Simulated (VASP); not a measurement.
Set up this calculation in VASP 6.6.1, as the native input.

```yaml
Task: single point
Functional: PBEsol
Potentials_or_basis: VASP PAW PBE potentials, release 64 (S, Mg)
Cutoff: 520 eV
k_mesh: 8 × 8 × 8
Occupations: fermi-dirac, width 0.05 eV
Spin: no spin polarisation
Dipole_correction: no
Further_INCAR_settings: ALGO = Normal; EDIFF = 1e-07; NBANDS = 11
```

The structure of MgS lies in POSCAR:

```
MgS
1.0
    0.0000000000      2.7781027698      2.9464448487
    2.7781027698      0.0000000000      2.9464448487
    2.7781027698      2.7781027698      0.0000000000
S Mg
1 1
Direct
    0.2500000000      0.2500000000      0.2500000000
    0.0000000000      0.0000000000      0.0000000000
```

One way to write it, as run:

INCAR

```
PREC = Accurate
ENCUT = 520
EDIFF = 1E-7
ISMEAR = -1
SIGMA = 0.05
LREAL = F
LASPH = T
NELM = 100
ALGO = Normal
ISIF = 2
LWAVE = F
LCHARG = F
GGA = PS
NBANDS = 11
```

KPOINTS

```
regular mesh
0
Gamma
  8 8 8
```

Potentials or basis: VASP PAW PBE potentials, release 64 (S, Mg).

The run is started by

```sh
$ cat potpaw_PBE.64/S/POTCAR potpaw_PBE.64/Mg/POTCAR > POTCAR
$ mpirun -np 1 vasp_std > vasp.out
```

It gave:

```yaml
Pressure: -0.6 GPa
Band_gap_on_the_k_mesh: 3.21 eV, direct
```

Caveat: the PAW data sets were made with another functional, which shifts forces and pressure a little.

Wall time 50 s on 1 thread of Intel Xeon 8259CL (shared host), peak memory 0.18 GiB.
